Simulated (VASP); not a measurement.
# C18NO in VASP: single point with LDA

Aim: the single point of C18NO with LDA.

Everything below comes from runs of VASP 6.6.1. Logs are shortened: lines on timing, memory, paths and dates and some standing lists are left out, and cuts for length are marked.

## 1. The cell of the first run

The cell holds a slab with vacuum, 20 atoms: a = 7.398 Å, b = 7.398 Å, c = 12.000 Å, α = 90.00°, β = 90.00°, γ = 120.00°.

## 2. Single point, LDA, collinear spin, ferromagnetic start

INCAR reads:

```
PREC     = Accurate       # precision mode
ENCUT    = 520            # plane-wave cutoff, eV
EDIFF    = 1E-6           # SCF threshold, eV
ISMEAR   = -1             # smearing method
SIGMA    = 0.02           # smearing width, eV
LREAL    = Auto         
LASPH    = True           # aspherical terms in the spheres
NELM     = 150            # most SCF steps
ALGO     = Normal         # electronic algorithm
ISIF     = 2              # what is computed and relaxed
LWAVE    = False          # write WAVECAR
LCHARG   = True           # write CHGCAR
ISPIN    = 2              # spin polarisation
MAGMOM   = 0 0 0 0 0 0 0 0 0 0 0 0 0 0 0 0 0 0 1 0 # initial moments
LORBIT   = 11             # projections on sites
GGA      = CA             # functional
LELF     = True           # ELF
LVHAR    = True         
NBANDS   = 62             # bands
```

KPOINTS reads:

```
regular mesh
0
Gamma
  2 2 1
```

POSCAR reads:

```
C18NO
1.0
    7.3980000000      0.0000000000      0.0000000000
   -3.6990000000      6.4068560000      0.0000000000
    0.0000000000      0.0000000000     12.0000000000
C N O
18 1 1
Direct
   -0.0045092054      0.0192813171      0.0780483140
    0.2196589660      0.1313816042      0.0780446832
   -0.0041030770      0.3516122071      0.0784508885
    0.2192637506      0.4633077566      0.0784566823
   -0.0048778561      0.6846862245      0.0783758353
    0.2200462236      0.7971593908      0.0783761368
    0.3301814740      0.0189228744      0.0779221553
    0.5517845587      0.1298117562      0.0769772272
    0.3293023730      0.3514910927      0.0762260789
    0.5533254319      0.4638723275      0.0765590438
    0.3296946739      0.6864446205      0.0779295455
    0.5525463617      0.7975612673      0.0769818133
    0.6618409277      0.0181161853      0.0765614727
    0.8858577574      0.1297647408      0.0762151846
    0.6626189941      0.3526033784      0.0769782162
    0.8854669816      0.4643367649      0.0779283163
    0.6633797752      0.6855967343      0.0769804503
    0.8849844953      0.7963219784      0.0779291322
    0.1071026500      0.3866377216      0.2680014161
    0.1074908437      0.2391257571      0.2953901076
```

Potentials or basis: VASP PAW LDA potentials, release 64 (C, N, O).

The run is started by

```bash
> cat potpaw_LDA.64/C/POTCAR potpaw_LDA.64/N/POTCAR potpaw_LDA.64/O/POTCAR > POTCAR
> mpirun -np 1 vasp_std > vasp.out
```

OUTCAR:

```text
PREC = Accurate
   ENCUT = 520
   EDIFF = 1E-6
   ISMEAR = -1
   LREAL = Auto
   LASPH = True
   NELM = 150
   ISIF = 2
   ISPIN = 2
   LORBIT = 11
   GGA = CA

 ion  position               nearest neighbor table
   1  0.995  0.019  0.078-  14 1.41  18 1.43   2 1.44
   2  0.220  0.131  0.078-   9 1.41   7 1.43   1 1.44
   3  0.996  0.352  0.078-  14 1.42  16 1.43   4 1.43
   4  0.219  0.463  0.078-   9 1.42  11 1.43   3 1.43
   5  0.995  0.685  0.078-  16 1.41  18 1.42   6 1.44
   6  0.220  0.797  0.078-  11 1.41   7 1.42   5 1.44
[... 10 lines left out ...]
  17  0.663  0.686  0.077-  18 1.42  10 1.42  12 1.43
  18  0.885  0.796  0.078-  17 1.42   5 1.42   1 1.43
  19  0.107  0.387  0.268-  20 1.14
  20  0.107  0.239  0.295-  19 1.14

  LATTYP: Found a hexagonal cell.
 ALAT       =     7.3980000000
 C/A-ratio  =     1.6220600162

  Lattice vectors:

 A1 = (   7.3980000000,   0.0000000000,   0.0000000000)
 A2 = (  -3.6990000000,   6.4068560000,   0.0000000000)
 A3 = (   0.0000000000,   0.0000000000,  12.0000000000)

Analysis of symmetry for initial positions (statically):
=====================================================================
 Subroutine PRICEL returns:
 Original cell was already a primitive cell.

 Routine SETGRP: Setting up the symmetry group for a
 hexagonal supercell.

 Subroutine GETGRP returns: Found  1 space group operations
 (whereof  1 operations were pure point group operations)
 out of a pool of 24 trial point group operations.

The static configuration has the point symmetry C_1 .

Analysis of symmetry for dynamics (positions and initial velocities):
=====================================================================
 Subroutine PRICEL returns:
 Original cell was already a primitive cell.

 Routine SETGRP: Setting up the symmetry group for a
 hexagonal supercell.

 Subroutine GETGRP returns: Found  1 space group operations
 (whereof  1 operations were pure point group operations)
 out of a pool of 24 trial point group operations.

The dynamic configuration has the point symmetry C_1 .

Analysis of structural, dynamic, and magnetic symmetry:
=====================================================================
 Subroutine PRICEL returns:
 Original cell was already a primitive cell.

 Routine SETGRP: Setting up the symmetry group for a
 hexagonal supercell.
[... 159 lines left out ...]

 number of electron      83.0000000 magnetization      -0.5127551

 Free energy of the ion-electron system (eV)
  ---------------------------------------------------
  ext. energy  EPLUGINS =         0.00000000
  ---------------------------------------------------
  free energy    TOTEN  =      -194.47406008 eV

  energy without entropy =     -194.46793959  energy(sigma->0) =     -194.47099983

 E-fermi :  -1.7406     XC(G=0):  -4.1369

 val. band max:       -1.7939532930   @ k =   0.5000   0.5000   0.0000
 cond. band min:      -1.7101618260   @ k =   0.5000   0.0000   0.0000
 fundamental gap:      0.0837914671
 Fermi energy:        -1.7406010414

 spin component 1

 k-point     1 :       0.0000    0.0000    0.0000
  band No.  band energies     occupation
      1     -28.9058      1.00000
      2     -21.0177      1.00000
      3     -18.5405      1.00000
      4     -18.4616      1.00000
      5     -18.4599      1.00000
      6     -18.4464      1.00000
[... 213 lines left out ...]
     52       3.7484      0.00000
     53       4.2237      0.00000
 Fermi energy:        -1.7406010414

 spin component 2

 k-point     1 :       0.0000    0.0000    0.0000
  band No.  band energies     occupation
      1     -29.2078      1.00000
      2     -21.0123      1.00000
      3     -18.5344      1.00000
      4     -18.4585      1.00000
      5     -18.4566      1.00000
      6     -18.4427      1.00000
[... 213 lines left out ...]
     52       3.7280      0.00000
     53       4.2135      0.00000
 [bands above 53 left out]

------------------------ aborting loop because EDIFF is reached ----------------------------------------

  FORCE on cell =-STRESS in cart. coord.  units (eV):
  Direction    XX          YY          ZZ          XY          YZ          ZX
  --------------------------------------------------------------------------------------
  -------------------------------------------------------------------------------------
  Total       -6.6797531     -8.5312924      0.0100965      1.6038281     -0.4839384      0.2830352
  in kB      -18.8161365    -24.0317211      0.0284409      4.5178091     -1.3632017      0.7972793
  external PRESSURE =     -14.2731389 kB  Pullay stress =       0.0000000 kB

 VOLUME and BASIS-vectors are now :
 -----------------------------------------------------------------------------
  energy-cutoff  :      520.00
  volume of cell :      568.78
      direct lattice vectors                 reciprocal lattice vectors
     7.398000000  0.000000000  0.000000000     0.135171668  0.078041398  0.000000000
    -3.699000000  6.406856000  0.000000000     0.000000000  0.156082796  0.000000000
     0.000000000  0.000000000 12.000000000     0.000000000  0.000000000  0.083333333

 POSITION                                       TOTAL-FORCE (eV/Angst)
 -----------------------------------------------------------------------------------
      7.29332      0.12353      0.93658        -0.008665     -0.003244     -0.001782
      1.13906      0.84174      0.93654         0.011668      0.000073      0.000472
      6.06703      2.25273      0.94141        -0.016169     -0.004488     -0.001384
     -0.09166      2.96835      0.94148         0.012114      0.011375     -0.004048
      4.82926      4.38669      0.94051        -0.006461      0.005805      0.000088
     -1.32079      5.10729      0.94051        -0.000245      0.008634      0.000074
[... 12 lines left out ...]
     -0.63783      2.47713      3.21602        -0.859635      1.486760     -0.515682
     -0.08931      1.53204      3.54468         0.862617     -1.489025      0.513550
 -----------------------------------------------------------------------------------
    total drift:                               -0.010544      0.015260      0.009055

  FREE ENERGIE OF THE ION-ELECTRON SYSTEM (eV)
  ---------------------------------------------------
  free  energy   TOTEN  =      -194.4740600768 eV

  energy  without entropy=     -194.4679395915  energy(sigma->0) =     -194.47099983

 total charge

# of ion       s       p       d       tot
------------------------------------------
    1        0.853   1.786   0.000   2.639
    2        0.853   1.786   0.000   2.639
    3        0.854   1.782   0.000   2.636
    4        0.854   1.782   0.000   2.636
    5        0.853   1.788   0.000   2.641
    6        0.853   1.788   0.000   2.641
[... 12 lines left out ...]
   19        1.353   2.322   0.000   3.675
   20        1.614   3.480   0.000   5.094
--------------------------------------------------
tot         18.322  38.040   0.000  56.362

 magnetization (x)

# of ion       s       p       d       tot
------------------------------------------
    1        0.000   0.002   0.000   0.003
    2        0.000   0.003   0.000   0.003
    3        0.000   0.008   0.000   0.009
    4        0.000   0.008   0.000   0.009
    5       -0.000  -0.003   0.000  -0.003
    6       -0.000  -0.003   0.000  -0.003
[... 12 lines left out ...]
   19       -0.005  -0.253   0.000  -0.258
   20       -0.001  -0.162   0.000  -0.163
--------------------------------------------------
tot         -0.005  -0.365   0.000  -0.370
```

stdout:

```text
POSCAR found type information on POSCAR C N O
 POSCAR found :  3 types and      20 ions
 scaLAPACK will be used
 LDA part: xc-table for (Slater(with rela. corr.)+CA(PZ))
 , standard interpolation
 POSCAR, INCAR and KPOINTS ok, starting setup
 FFT: planning ... GRIDC
 FFT: planning ... GRID_SOFT
 FFT: planning ... GRID
 WAVECAR not read
 entering main loop
```

Wall time 8.8 min (1 thread of Intel Xeon Platinum 8488C (Sapphire Rapids), shared host); peak memory 0.6 GiB.

Results:

- Free energy: -194.4741 eV
- Largest force: 1.796 eV/Å
- Net moment: -0.51 μB per cell
- Site moments: C +0.00, +0.01, -0.00 (each value once); N -0.26; O -0.16 μB
- Valence electrons inside the program's atomic spheres: C 2.64, 2.65 (each value once); N 3.67; O 5.09

Forces on the atoms (eV/Å):
```
C   -0.009 -0.003 -0.002
C    0.012  0.000  0.000
C   -0.016 -0.004 -0.001
C    0.012  0.011 -0.004
C   -0.006  0.006  0.000
C    0.000  0.009  0.000
C   -0.020 -0.010  0.002
C    0.013  0.009  0.002
C   -0.001 -0.001  0.002
C    0.005 -0.001 -0.004
C   -0.008 -0.008  0.005
C    0.009 -0.004  0.000
C   -0.009 -0.002 -0.007
C    0.006  0.000  0.005
C    0.000 -0.011  0.002
C    0.014  0.005  0.003
C   -0.017 -0.002 -0.001
C    0.014  0.009  0.001
N   -0.860  1.487 -0.516
O    0.863 -1.489  0.514
```

Caveat: the k points lie up to 0.49 Å⁻¹ apart; the standard files for N, O and F lose accuracy on very short bonds; there is no dipole correction, which matters where the two faces differ.
